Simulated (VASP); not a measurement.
# ZnS (Pm-3m) in VASP: further runs, part 2 of 2

VASP 6.6.1.

**3. Single point, PBE**

This run uses another cell than the first one, of 19.79 Å³/atom.

INCAR

```
SYSTEM = ZnS
PREC     = Accurate       ! precision mode
ENCUT    = 500            ! plane-wave cutoff, eV
EDIFF    = 1E-6           ! SCF threshold, eV
ISMEAR   = 0              ! smearing method
SIGMA    = 0.1            ! smearing width, eV
LREAL    = .False.        ! projectors in reciprocal space
LASPH    = .True.         ! aspherical terms in the spheres
NELM     = 120            ! most SCF steps
ALGO     = Normal         ! electronic algorithm
ISIF     = 2              ! what is computed and relaxed
LWAVE    = .False.        ! write WAVECAR
LCHARG   = .True.         ! write CHGCAR
GGA      = PE             ! functional
LELF     = .True.         ! ELF
LVHAR    = .True.       
NBANDS   = 16             ! bands
GGA_COMPAT= .False.
```

KPOINTS

```
regular mesh
0
Gamma
  6 6 6
  0 0 0
```

POSCAR

```
ZnS
1.0
    3.4079697000      0.0000000000      0.0000000000
    0.0000000000      3.4079697000      0.0000000000
    0.0000000000      0.0000000000      3.4079697000
Zn S
1 1
Direct
    0.5000000000      0.5000000000      0.5000000000
    0.0000000000      0.0000000000      0.0000000000
```

Potentials or basis: VASP PAW PBE potentials, release 64 (Zn, S).

The run is started by

```sh
> cat potpaw_PBE.64/Zn/POTCAR potpaw_PBE.64/S/POTCAR > POTCAR
> mpirun -np 1 vasp_std > vasp.out
```

Run time: 9.6 s. Hardware: 1 thread of Intel Xeon Platinum 8488C (Sapphire Rapids), shared host; peak memory 0.15 GiB.

It converged, with:

```yaml
Free_energy: -4.6684 eV
Pressure: -9.5 GPa
Band_gap_on_the_k_mesh: zero (bands 9 and 10 overlap by 1.02 eV)
```

Levels at points of the mesh, in eV from the Fermi level:
```
           k point  band 7  band 8  band 9  band 10  band 11  band 12
(0.00, 0.00, 0.00)   -1.41   -1.01   -1.01    -1.01     6.45     6.45
(0.50, 0.00, 0.00)   -5.65   -0.06   -0.06     3.26     3.50     6.93
(0.50, 0.50, 0.00)   -4.07   -4.07   -1.49     0.22     7.28     7.28
(0.50, 0.50, 0.50)   -2.24   -2.24   -2.24     1.40     1.89     1.89
```

Caveat: the cell stands under tension.

**4. Relaxation of cell and atoms, PBE**

This run uses another cell than the first one, of 19.79 Å³/atom.

INCAR

```
SYSTEM = ZnS
PREC = Accurate
ENCUT = 500
EDIFF = 1E-7
ISMEAR = 0
SIGMA = 0.1
LREAL = .FALSE.
LASPH = .TRUE.
NELM = 120
ALGO = Normal
ISIF = 3
LWAVE = .FALSE.
LCHARG = .FALSE.
GGA = PE
IBRION = 2
NSW = 90
EDIFFG = -0.04
GGA_COMPAT = .FALSE.
NELMIN = 4
```

KPOINTS

```
Automatic mesh
0
G
  6 6 6
  0 0 0
```

POSCAR is that of step 3.

Potentials or basis: VASP PAW PBE potentials, release 64 (Zn, S).

The run is started by

```sh
> cat potpaw_PBE.64/Zn/POTCAR potpaw_PBE.64/S/POTCAR > POTCAR
> mpirun -np 1 vasp_std > vasp.out
```

OUTCAR:

```text
SYSTEM = ZnS
   PREC = Accurate
   ENCUT = 500
   EDIFF = 1E-7
   ISMEAR = 0
   LREAL = .FALSE.
   LASPH = .TRUE.
   NELM = 120
   ISIF = 3
   GGA = PE
   IBRION = 2
   NSW = 90
   EDIFFG = -0.04
   NELMIN = 4

 ion  position               nearest neighbor table
   1  0.500  0.500  0.500-
   2  0.000  0.000  0.000-

  LATTYP: Found a simple cubic cell.
 ALAT       =     3.4079697000

  Lattice vectors:

 A1 = (   3.4079697000,   0.0000000000,   0.0000000000)
 A2 = (   0.0000000000,   3.4079697000,   0.0000000000)
 A3 = (   0.0000000000,   0.0000000000,   3.4079697000)

Analysis of symmetry for initial positions (statically):
=====================================================================
 Subroutine PRICEL returns:
 Original cell was already a primitive cell.

 Routine SETGRP: Setting up the symmetry group for a
 simple cubic supercell.

 Subroutine GETGRP returns: Found 48 space group operations
 (whereof 48 operations were pure point group operations)
 out of a pool of 48 trial point group operations.

The static configuration has the point symmetry O_h .

Analysis of symmetry for dynamics (positions and initial velocities):
=====================================================================
 Subroutine PRICEL returns:
 Original cell was already a primitive cell.

 Routine SETGRP: Setting up the symmetry group for a
 simple cubic supercell.

 Subroutine GETGRP returns: Found 48 space group operations
 (whereof 48 operations were pure point group operations)
 out of a pool of 48 trial point group operations.

The dynamic configuration has the point symmetry O_h .

 Subroutine INISYM returns: Found 48 space group operations
 (whereof 48 operations are pure point group operations),
 and found     1 'primitive' translations

----------------------------------------------------------------------------------------

                                     Primitive cell

[... 99 lines left out ...]
   EFERMI =   0.00;   METHOD = LEGACY
   ISMEAR =     0;   SIGMA  =   0.10  broadening in eV -4-tet -1-fermi 0-gaus
   EFERMI_NEDOS =   21; number of points for ismear=-14 and -15
   IALGO  =     38    algorithm
   IMIX   =      4    mixing-type and parameters
     AMIX     =   0.40;   BMIX     =  1.00
     AMIX_MAG =   1.60;   BMIX_MAG =  1.00
  volume/ion in A,a.u.               =      19.79       133.55
  Fermi-wavevector in a.u.,A,eV,Ry     =   1.258935  2.379042 21.564106  1.584917
  Thomas-Fermi vector in A             =   2.392520
   LORBIT       =      0    0 simple, 1 ext, 2 COOP (PROOUT), +10 PAW based schemes
   GGA     = PE    functional components
   LHFCALC =     F    Hartree Fock is set to
   AEXX    =    0.0000 exact exchange contribution
   IVDW    =     0    specifies the selected vdW correction
   LEPSILON=     F    determine dielectric tensor
   LRPA    =     F    only Hartree local field effects (RPA)
 conjugate gradient relaxation of ions
 non-spin polarized calculation
 Gauss-broadening in eV      SIGMA  =   0.10
  energy-cutoff  :      500.00
  volume of cell :       39.58
 maximum number of plane-waves:      1024
 NGX is ok and might be reduce to    28
   NGX = 13   NGY = 13   NGZ = 13

--------------------------------------- Ionic step        1  -------------------------------------------

 number of electron      17.9999993 magnetization

 Free energy of the ion-electron system (eV)
  ---------------------------------------------------
  ext. energy  EPLUGINS =         0.00000000
  ---------------------------------------------------
  free energy    TOTEN  =        -4.66836926 eV

  energy without entropy =       -4.65798776  energy(sigma->0) =       -4.66317851

------------------------ aborting loop because EDIFF is reached ----------------------------------------

  FORCE on cell =-STRESS in cart. coord.  units (eV):
  Direction    XX          YY          ZZ          XY          YZ          ZX
  --------------------------------------------------------------------------------------
  -------------------------------------------------------------------------------------
  Total       -2.3466965     -2.3466965     -2.3466965     -0.0000000      0.0000000     -0.0000000
  in kB      -94.9905368    -94.9905368    -94.9905368     -0.0000000      0.0000000     -0.0000000
  external PRESSURE =     -94.9905368 kB  Pullay stress =       0.0000000 kB
[... 59 lines left out ...]
--------------------------------------- Ionic step        3  -------------------------------------------

 number of electron      17.9999983 magnetization

 Free energy of the ion-electron system (eV)
  ---------------------------------------------------
  ext. energy  EPLUGINS =         0.00000000
  ---------------------------------------------------
  free energy    TOTEN  =        -4.91564136 eV

  energy without entropy =       -4.90355550  energy(sigma->0) =       -4.90959843

 E-fermi :   4.7377     XC(G=0): -11.0362

 val. band max:        4.7204846928   @ k =   0.5000   0.0000   0.0000
 cond. band min:       4.7734974711   @ k =   0.3333   0.3333   0.0000
 fundamental gap:      0.0530127783
 Fermi energy:         4.7377387759

 k-point     1 :       0.0000    0.0000    0.0000
  band No.  band energies     occupation
      1      -9.7770      2.00000
      2      -2.4084      2.00000
      3      -2.4084      2.00000
      4      -2.0178      2.00000
      5      -2.0178      2.00000
      6      -2.0178      2.00000
      7       3.3682      2.00000
      8       3.3682      2.00000
      9       3.3682      2.00000
     10       4.0789      2.00000
     11      10.8178      0.00000
     12      10.8178      0.00000
     13      16.7823      0.00000
[... 331 lines left out ...]
  FREE ENERGIE OF THE ION-ELECTRON SYSTEM (eV)
  ---------------------------------------------------
  free  energy   TOTEN  =        -4.9156413637 eV

  energy  without entropy=       -4.9035555034  energy(sigma->0) =       -4.90959843

 reached required accuracy - stopping structural energy minimisation
```

CONTCAR:

```text
ZnS
   1.00000000000000
     3.1944104995215303   -0.0000000000000000   -0.0000000000000000
    -0.0000000000000000    3.1944104995215303   -0.0000000000000000
     0.0000000000000000    0.0000000000000000    3.1944104995215303
  Zn              S
     1     1
Direct
     0.5000000000000000    0.5000000000000000    0.5000000000000000
     0.0000000000000000    0.0000000000000000    0.0000000000000000

  0.00000000E+00  0.00000000E+00  0.00000000E+00
  0.00000000E+00  0.00000000E+00  0.00000000E+00
```

Run time: 26 s. Hardware: 1 thread of Intel Xeon Platinum 8488C (Sapphire Rapids), shared host; peak memory 0.16 GiB.

What came out:

```yaml
Free_energy: -4.9156 eV
Relaxed_volume: 16.30 Å³/atom
Relaxed_cell: a = 3.194 Å, b = 3.194 Å, c = 3.194 Å, α = 90.00°, β = 90.00°, γ = 90.00°
Space_group_after_relaxing_to_0.1_Å: Pm-3m (No. 221)
Energy_gained_by_relaxing: 123.6 meV/atom
Ionic_steps: 3
Pressure_after_relaxing: 0.0 GPa
Band_gap_on_the_k_mesh: zero (bands 9 and 10 overlap by 0.77 eV)
```

The path:
```csv
step,energy change (eV),largest force (eV/Å),pressure (GPa),volume (Å³)
1,0.0000,0.0000,-9.50,39.58
2,-0.2444,0.0000,-1.45,33.23
3,-0.2473,0.0000,0.00,32.60
```

Final structure:
```
Zn S
1.0
     3.19441    0.00000    0.00000
     0.00000    3.19441    0.00000
     0.00000    0.00000    3.19441
Zn S
1 1
Cartesian
  1.5972 1.5972 1.5972
  0.0000 0.0000 0.0000
```

Levels at points of the mesh, in eV from the Fermi level:
| k point | band 5 | band 6 | band 7 | band 8 | band 9 | band 10 | band 11 | band 12 | band 13 |
| --- | --- | --- | --- | --- | --- | --- | --- | --- | --- |
| (0.00, 0.00, 0.00) | -6.76 | -6.76 | -1.37 | -1.37 | -1.37 | -0.66 | 6.08 | 6.08 | 12.04 |
| (0.50, 0.00, 0.00) | -6.98 | -6.74 | -6.18 | -0.02 | -0.02 | 3.75 | 4.69 | 7.11 | 7.11 |
| (0.50, 0.50, 0.00) | -6.62 | -6.56 | -5.30 | -5.30 | -1.78 | 0.29 | 8.29 | 8.29 | 9.02 |
| (0.50, 0.50, 0.50) | -6.62 | -6.62 | -2.69 | -2.69 | -2.69 | 1.24 | 1.24 | 1.24 | 2.16 |

Caveat: the volume moved by over 15 % at a fixed basis, so the end points are rough; semilocal functionals underestimate gaps, so a narrow gap can read as zero.

**5. The runs side by side**

```tsv
task	cell	gap on the mesh (eV)	pressure (GPa)
single point	a = 3.195 Å, 2 atoms	none	0.0
single point	a = 3.408 Å, 2 atoms	none	-9.5
relaxation of cell and atoms	relaxed from a = 3.408 Å, 2 atoms	none	0.0
```

Alike in all rows: level PBE; potentials or basis VASP PAW PBE potentials, release 64 (Zn, S); no spin polarisation; k mesh 6 × 6 × 6; cutoff (eV) 500; smearing gaussian 0.1 eV.

Caveats: semilocal functionals underestimate gaps, so a narrow gap can read as zero (at least some runs); the cell stands under tension (at least some runs); the volume moved by over 15 % at a fixed basis, so the end points are rough (at least some runs).

Total energies depend on the potentials used, so only differences within one code and one set of settings carry meaning.
